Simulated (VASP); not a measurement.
# HfAl5N6 (P-3m1) in VASP: further runs

The runs below take HfAl5N6 through single point, with PBE.

All numbers are computed with VASP 6.6.1; they aren't measurements. Logs are shortened: lines on timing, memory, paths and dates and some standing lists are left out, and cuts for length are marked.

### Step 1. The cell of the first run

The structure is trigonal, space group P-3m1 (No. 164). The conventional cell has a = 2.931 Å, b = 2.931 Å, c = 14.589 Å, α = 90.00°, β = 90.00°, γ = 120.00°. Within 3.2 Å of Hf (site symmetry -3m) lie 6 N at 2.24 Å and 6 Hf at 2.93 Å and 6 Al at 3.10 Å. Al (site symmetry 3m) has 6 N at 2.06 Å within 2.7 Å. Within 2.7 Å of Al (site symmetry 3m) lie 6 N at 2.03 to 2.06 Å. Al (site symmetry -3m) has 6 N at 2.06 Å within 2.7 Å. Within 2.7 Å of N (site symmetry 3m) lie 6 Al at 2.06 Å. Within 2.7 Å of N (site symmetry 3m) lie 3 Al at 2.03 Å and 3 Hf at 2.24 Å. Within 2.7 Å of N (site symmetry 3m) lie 6 Al at 2.06 Å.

### Step 2. Single point, PBE

Contents of INCAR:

```
SYSTEM = HfAl5N6
PREC = Accurate ; ENCUT = 600
EDIFF = 1E-6 ; ISMEAR = 0
SIGMA = 0.1 ; LREAL = .False.
LASPH = .True. ; NELM = 120
ALGO = Normal ; ISIF = 2
LWAVE = .False. ; LCHARG = .True.
GGA = PE ; LELF = .True.
LVHAR = .True. ; NBANDS = 40
GGA_COMPAT = .False.
```

Contents of KPOINTS:

```
regular mesh
0
Gamma
  12 12 4
  0 0 0
```

Contents of POSCAR:

```
HfAl5N6
1.0
    2.9305809077      0.0000000000      0.0000000000
   -1.4652904538      2.5379575140      0.0000000000
    0.0000000000      0.0000000000     14.5894569220
Hf Al N
1 5 6
Direct
    0.0000000000      0.0000000000      0.5000000000
    0.3333333333      0.6666666667      0.8392832377
    0.6666666667      0.3333333333      0.6782406067
    0.3333333333      0.6666666667      0.3217593933
    0.6666666667      0.3333333333      0.1607167623
    0.0000000000      0.0000000000      0.0000000000
    0.0000000000      0.0000000000      0.7590466496
    0.3333333333      0.6666666667      0.6011038609
    0.6666666667      0.3333333333      0.3988961391
    0.0000000000      0.0000000000      0.2409533504
    0.3333333333      0.6666666667      0.0803356871
    0.6666666667      0.3333333333      0.9196643129
```

Potentials or basis: VASP PAW PBE potentials, release 64 (Hf_pv, Al, N).

The run is started by

```
$ cat potpaw_PBE.64/Hf_pv/POTCAR potpaw_PBE.64/Al/POTCAR potpaw_PBE.64/N/POTCAR > POTCAR
$ mpirun -np 1 vasp_std > vasp.out
```

OUTCAR:

```text
SYSTEM = HfAl5N6
   PREC = Accurate
   ENCUT = 600
   EDIFF = 1E-6
   ISMEAR = 0
   LREAL = .False.
   LASPH = .True.
   NELM = 120
   ISIF = 2
   GGA = PE

 ion  position               nearest neighbor table
   1  0.000  0.000  0.500-   8 2.24   9 2.24   9 2.24   8 2.24   9 2.24   8 2.24   3 3.10   4 3.10
                             4 3.10   3 3.10   3 3.10   4 3.10
   2  0.333  0.667  0.839-   7 2.06   7 2.06   7 2.06  12 2.06  12 2.06  12 2.06   6 2.89   6 2.89
                             6 2.89   3 2.90   3 2.90   3 2.90
   3  0.667  0.333  0.678-   8 2.03   8 2.03   8 2.03   7 2.06   7 2.06   7 2.06   2 2.90   2 2.90
                             2 2.90   1 3.10   1 3.10   1 3.10
   4  0.333  0.667  0.322-   9 2.03   9 2.03   9 2.03  10 2.06  10 2.06  10 2.06   5 2.90   5 2.90
                             5 2.90   1 3.10   1 3.10   1 3.10
   5  0.667  0.333  0.161-  10 2.06  10 2.06  10 2.06  11 2.06  11 2.06  11 2.06   6 2.89   6 2.89
                             6 2.89   4 2.90   4 2.90   4 2.90
   6  0.000  0.000  0.000-  11 2.06  12 2.06  12 2.06  11 2.06  12 2.06  11 2.06   2 2.89   5 2.89
                             2 2.89   5 2.89   5 2.89   2 2.89
   7  0.000  0.000  0.759-   2 2.06   2 2.06   2 2.06   3 2.06   3 2.06   3 2.06
   8  0.333  0.667  0.601-   3 2.03   3 2.03   3 2.03   1 2.24   1 2.24   1 2.24
   9  0.667  0.333  0.399-   4 2.03   4 2.03   4 2.03   1 2.24   1 2.24   1 2.24
  10  0.000  0.000  0.241-   5 2.06   5 2.06   5 2.06   4 2.06   4 2.06   4 2.06
  11  0.333  0.667  0.080-   6 2.06   6 2.06   6 2.06   5 2.06   5 2.06   5 2.06
  12  0.667  0.333  0.920-   6 2.06   6 2.06   6 2.06   2 2.06   2 2.06   2 2.06

  LATTYP: Found a hexagonal cell.
 ALAT       =     2.9305809077
 C/A-ratio  =     4.9783498158

  Lattice vectors:

 A1 = (   2.9305809077,   0.0000000000,   0.0000000000)
 A2 = (  -1.4652904538,   2.5379575140,   0.0000000000)
 A3 = (   0.0000000000,   0.0000000000,  14.5894569220)

Analysis of symmetry for initial positions (statically):
=====================================================================
 Subroutine PRICEL returns:
 Original cell was already a primitive cell.

 Routine SETGRP: Setting up the symmetry group for a
 hexagonal supercell.

 Subroutine GETGRP returns: Found 12 space group operations
 (whereof 12 operations were pure point group operations)
 out of a pool of 24 trial point group operations.

The static configuration has the point symmetry D_3d.

Analysis of symmetry for dynamics (positions and initial velocities):
=====================================================================
 Subroutine PRICEL returns:
 Original cell was already a primitive cell.

 Routine SETGRP: Setting up the symmetry group for a
 hexagonal supercell.

 Subroutine GETGRP returns: Found 12 space group operations
 (whereof 12 operations were pure point group operations)
 out of a pool of 24 trial point group operations.

The dynamic configuration has the point symmetry D_3d.

 Subroutine INISYM returns: Found 12 space group operations
 (whereof 12 operations are pure point group operations),
 and found     1 'primitive' translations

----------------------------------------------------------------------------------------

                                     Primitive cell

  volume of cell :     108.5119

  direct lattice vectors                    reciprocal lattice vectors
     2.930580908  0.000000000  0.000000000     0.341229276  0.197008814  0.000000000
    -1.465290454  2.537957514  0.000000000     0.000000000  0.394017628  0.000000000
     0.000000000  0.000000000 14.589456922     0.000000000  0.000000000  0.068542647

  length of vectors
     2.930580908  2.930580908 14.589456922     0.394017628  0.394017628  0.068542647

  position of ions in fractional coordinates (direct lattice)
     0.000000000  0.000000000  0.500000000
     0.333333333  0.666666667  0.839283238
     0.666666667  0.333333333  0.678240607
     0.333333333  0.666666667  0.321759393
     0.666666667  0.333333333  0.160716762
     0.000000000  0.000000000  0.000000000
     0.000000000  0.000000000  0.759046650
     0.333333333  0.666666667  0.601103861
     0.666666667  0.333333333  0.398896139
     0.000000000  0.000000000  0.240953350
     0.333333333  0.666666667  0.080335687
     0.666666667  0.333333333  0.919664313

  ion indices of the primitive-cell ions
   primitive index   ion index
                 1           1
                 2           2
                 3           3
                 4           4
                 5           5
                 6           6
                 7           7
                 8           8
                 9           9
                10          10
                11          11
                12          12

----------------------------------------------------------------------------------------

 KPOINTS: regular mesh

Automatic generation of k-mesh.
 Grid dimensions read from file:
 generate k-points for:   12   12    4

 Generating k-lattice:

  Cartesian coordinates                     Fractional coordinates (reciprocal lattice)
     0.028435773  0.016417401  0.000000000     0.083333333  0.000000000  0.000000000
     0.000000000  0.032834802  0.000000000     0.000000000  0.083333333  0.000000000
     0.000000000  0.000000000  0.017135662     0.000000000  0.000000000  0.250000000

  Length of vectors
     0.032834802  0.032834802  0.017135662

  Shift w.r.t. Gamma in fractional coordinates (k-lattice)
     0.000000000  0.000000000  0.000000000

 Subroutine IBZKPT returns following result:
 ===========================================

 Found     69 irreducible k-points:

 Following reciprocal coordinates:
            Coordinates               Weight
  0.000000  0.000000  0.000000      1.000000
  0.083333 -0.000000  0.000000      6.000000
  0.166667  0.000000  0.000000      6.000000
  0.250000 -0.000000  0.000000      6.000000
  0.333333  0.000000  0.000000      6.000000
  0.416667  0.000000  0.000000      6.000000
[... 16 lines left out ...]
  0.166667  0.000000  0.250000      6.000000
  0.000000  0.166667  0.250000      6.000000
 [... further k-points ...]
   k-points           NKPTS =     69   k-points in BZ     NKDIM =     69   number of bands    NBANDS=     40
   number of dos      NEDOS =    301   number of ions     NIONS =     12
   total plane-waves  NPLWV =  69120
   dimension x,y,z NGX =    24 NGY =   24 NGZ =  120
   dimension x,y,z NGXF=    48 NGYF=   48 NGZF=  240
   ions per type =               1   5   6
   NGX,Y,Z   is equivalent  to a cutoff of  13.61, 13.61, 13.67 a.u.
   NGXF,Y,Z  is equivalent  to a cutoff of  27.23, 27.23, 27.35 a.u.
 SYSTEM =  HfAl5N6
   PREC   = accura    normal or accurate (medium, high low for compatibility)
   ISTART =      0    job   : 0-new  1-cont  2-samecut
   ICHARG =      2    charge: 1-file 2-atom 10-const
   ISPIN  =      1    spin polarized calculation?
   LNONCOLLINEAR =      F non collinear calculations
   LSORBIT =      F    spin-orbit coupling
   LASPH  =      T    aspherical Exc in radial PAW
   ENCUT  =  600.0 eV  44.10 Ry    6.64 a.u.   5.85  5.85 29.14*2*pi/ulx,y,z
   NELM   =    120;   NELMIN=  2; NELMDL= -5     # of ELM steps
   EDIFF  = 0.1E-05   stopping-criterion for ELM
   LREAL  =      F    real-space projection
   EDIFFG = 0.1E-04   stopping-criterion for IOM
   NSW    =      0    number of steps for IOM
   IBRION =     -1    ionic relax: 0-MD 1-quasi-New 2-CG
   NFREE  =      0    steps in history (QN), initial steepest desc. (CG)
   ISIF   =      2    stress and relaxation
   ISYM   =      2    0-nonsym 1-usesym 2-fastsym
   POTIM  = 0.5000    time-step for ionic-motion
   TEBEG  =    0.0;   TEEND  =   0.0 temperature during run
   PSTRESS=    0.0 pullay stress
   NELECT =      55.0000    total number of electrons
   NUPDOWN=      -1.0000    fix difference up-down
   EMIN   =  10.00;   EMAX   =-10.00  energy-range for DOS
   EFERMI =   0.00;   METHOD = LEGACY
   ISMEAR =     0;   SIGMA  =   0.10  broadening in eV -4-tet -1-fermi 0-gaus
   EFERMI_NEDOS =   21; number of points for ismear=-14 and -15
   IALGO  =     38    algorithm
   IMIX   =      4    mixing-type and parameters
     AMIX     =   0.40;   BMIX     =  1.00
     AMIX_MAG =   1.60;   BMIX_MAG =  1.00
  volume/ion in A,a.u.               =       9.04        61.02
  Fermi-wavevector in a.u.,A,eV,Ry     =   1.305279  2.466620 23.180968  1.703753
  Thomas-Fermi vector in A             =   2.436159
   LORBIT       =      0    0 simple, 1 ext, 2 COOP (PROOUT), +10 PAW based schemes
   GGA     = PE    functional components
   LHFCALC =     F    Hartree Fock is set to
   AEXX    =    0.0000 exact exchange contribution
   IVDW    =     0    specifies the selected vdW correction
   LEPSILON=     F    determine dielectric tensor
   LRPA    =     F    only Hartree local field effects (RPA)
 non-spin polarized calculation
 Gauss-broadening in eV      SIGMA  =   0.10
  energy-cutoff  :      600.00
  volume of cell :      108.51
 maximum number of plane-waves:      3662
   NGX = 11   NGY = 11   NGZ = 59

 number of electron      55.0000007 magnetization

 Free energy of the ion-electron system (eV)
  ---------------------------------------------------
  ext. energy  EPLUGINS =         0.00000000
  ---------------------------------------------------
  free energy    TOTEN  =       -93.45091140 eV

  energy without entropy =      -93.44684075  energy(sigma->0) =      -93.44887608

 E-fermi :  10.3136     XC(G=0): -12.2584

 val. band max:       10.2760281046   @ k =  -0.1667   0.5000   0.2500
 cond. band min:      10.6513444943   @ k =   0.2500   0.1667   0.5000
 fundamental gap:      0.3753163897
 Fermi energy:        10.3135563621

 k-point     1 :       0.0000    0.0000    0.0000
  band No.  band energies     occupation
      1     -20.6710      2.00000
      2     -19.8624      2.00000
      3     -19.8624      2.00000
      4      -8.1575      2.00000
      5      -7.6663      2.00000
      6      -7.3567      2.00000
[... 31 lines left out ...]
     38      15.6350      0.00000
     39      19.2944      0.00000

 k-point     2 :       0.0833   -0.0000    0.0000
  band No.  band energies     occupation
      1     -20.6485      2.00000
      2     -19.9686      2.00000
      3     -19.8842      2.00000
      4      -8.0369      2.00000
      5      -7.5566      2.00000
      6      -7.2325      2.00000
[... 31 lines left out ...]
     38      16.7628      0.00000
     39      18.5513      0.00000

 k-point     3 :       0.1667    0.0000    0.0000
  band No.  band energies     occupation
      1     -20.5868      2.00000
      2     -20.2489      2.00000
      3     -19.9431      2.00000
      4      -7.6841      2.00000
      5      -7.2359      2.00000
      6      -6.8780      2.00000
[... 31 lines left out ...]
     38      17.5603      0.00000
     39      17.9027      0.00000

 k-point     4 :       0.2500   -0.0000    0.0000
  band No.  band energies     occupation
      1     -20.6143      2.00000
      2     -20.4986      2.00000
      3     -20.0224      2.00000
      4      -7.1259      2.00000
      5      -6.7332      2.00000
      6      -6.3444      2.00000
[... 31 lines left out ...]
     38      17.2489      0.00000
     39      17.8956      0.00000
[... 754 lines left out ...]
     38      16.7812      0.00000
     39      18.5990      0.00000

 k-point    23 :       0.1667    0.0000    0.2500
  band No.  band energies     occupation
      1     -20.5868      2.00000
      2     -20.2489      2.00000
      3     -19.9431      2.00000
      4      -7.6652      2.00000
      5      -7.3206      2.00000
      6      -6.7387      2.00000
[... 31 lines left out ...]
     38      17.5393      0.00000
     39      17.8156      0.00000

 k-point    24 :       0.0000    0.1667    0.2500
  band No.  band energies     occupation
      1     -20.5868      2.00000
      2     -20.2489      2.00000
      3     -19.9431      2.00000
      4      -7.6670      2.00000
      5      -7.3137      2.00000
      6      -6.7528      2.00000
[... 31 lines left out ...]
     38      17.6918      0.00000
     39      17.8835      0.00000

 [... further k-points ...]

 [bands above 39 left out]

------------------------ aborting loop because EDIFF is reached ----------------------------------------

  FORCE on cell =-STRESS in cart. coord.  units (eV):
  Direction    XX          YY          ZZ          XY          YZ          ZX
  --------------------------------------------------------------------------------------
  -------------------------------------------------------------------------------------
  Total       -0.5352838     -0.5352838     -0.6717300     -0.0000000      0.0000000     -0.0000000
  in kB       -7.9034639     -7.9034639     -9.9180920     -0.0000000      0.0000000     -0.0000000
  external PRESSURE =      -8.5750066 kB  Pullay stress =       0.0000000 kB

 VOLUME and BASIS-vectors are now :
 -----------------------------------------------------------------------------
  energy-cutoff  :      600.00
  volume of cell :      108.51
      direct lattice vectors                 reciprocal lattice vectors
     2.930580908  0.000000000  0.000000000     0.341229276  0.197008814  0.000000000
    -1.465290454  2.537957514  0.000000000     0.000000000  0.394017628  0.000000000
     0.000000000  0.000000000 14.589456922     0.000000000  0.000000000  0.068542647

 POSITION                                       TOTAL-FORCE (eV/Angst)
 -----------------------------------------------------------------------------------
      0.00000      0.00000      7.29473        -0.000000      0.000000      0.000000
     -0.00000      1.69197     12.24469        -0.000000      0.000000     -0.000220
      1.46529      0.84599      9.89516        -0.000000      0.000000     -0.016005
     -0.00000      1.69197      4.69429        -0.000000      0.000000      0.016005
      1.46529      0.84599      2.34477        -0.000000     -0.000000      0.000220
      0.00000      0.00000      0.00000        -0.000000      0.000000      0.000000
      0.00000      0.00000     11.07408        -0.000000      0.000000      0.002735
     -0.00000      1.69197      8.76978         0.000000     -0.000000     -0.111520
      1.46529      0.84599      5.81968        -0.000000      0.000000      0.111520
      0.00000      0.00000      3.51538        -0.000000      0.000000     -0.002735
     -0.00000      1.69197      1.17205         0.000000      0.000000     -0.000375
      1.46529      0.84599     13.41740         0.000000     -0.000000      0.000375
 -----------------------------------------------------------------------------------
    total drift:                                0.000000     -0.000000      0.000000

  FREE ENERGIE OF THE ION-ELECTRON SYSTEM (eV)
  ---------------------------------------------------
  free  energy   TOTEN  =       -93.4509114017 eV

  energy  without entropy=      -93.4468407507  energy(sigma->0) =      -93.44887608
```

It took 6.1 min on 1 thread of Intel Xeon Platinum 8488C (Sapphire Rapids), shared host; peak memory 0.45 GiB.

What came out:

```
Free energy            : -93.4509 eV
Pressure               : -0.9 GPa
Largest force          : 0.112 eV/Å
Band gap on the k mesh : zero (an odd number of electrons rules out a gap without spin polarisation)
```

Forces in eV/Å, atoms in the order of the input:
```
Hf   0.000  0.000  0.000
Al   0.000  0.000  0.000
Al   0.000  0.000 -0.016
Al   0.000  0.000  0.016
Al   0.000  0.000  0.000
Al   0.000  0.000  0.000
N    0.000  0.000  0.003
N    0.000  0.000 -0.112
N    0.000  0.000  0.112
N    0.000  0.000 -0.003
N    0.000  0.000  0.000
N    0.000  0.000  0.000
```

Caveat: spin-orbit coupling is left out, which moves the levels of the heavy elements.

[end of part 1 of 2]
